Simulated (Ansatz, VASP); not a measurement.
## Bi3B4P in VASP and in Ansatz

```xyz
8
Lattice="-2.6215 2.6215 5.2118 2.6215 -2.6215 5.2118 2.6215 2.6215 -5.2118" Properties=species:S:1:pos:R:3 pbc="T T T"
P     0.0000    0.0000    0.0000
B     1.4950    1.4950    4.0307
B    -1.4950    1.4950    6.3930
B     1.1266    1.1266   -1.1812
B     1.4950   -1.4950    6.3930
Bi    2.6215    0.0000    2.6059
Bi    0.0000    0.0000    5.2118
Bi    0.0000    2.6215    2.6059
```

Alike in both runs: task single point; functional PBE; k mesh 8 × 8 × 8; occupations fermi-dirac, width 0.02 eV; no spin polarisation.

|  | VASP | Ansatz |
| --- | --- | --- |
| version | VASP 6.6.1 | Ansatz 0.2.0 |
| potentials or method | VASP PAW PBE potentials, release 64 (P, B, Bi_d) | plane waves, PAW |
| plane-wave cutoff (eV) | 520 | 420 |
| valence electrons in the cell | 62 | 62 |

```tsv
	VASP	Ansatz	Ansatz less VASP
pressure (GPa)	1.2	1.3	+0.11
rms of the force components (eV/Å)	0.030	0.027	-0.0032
```

Spin-orbit coupling is off throughout.
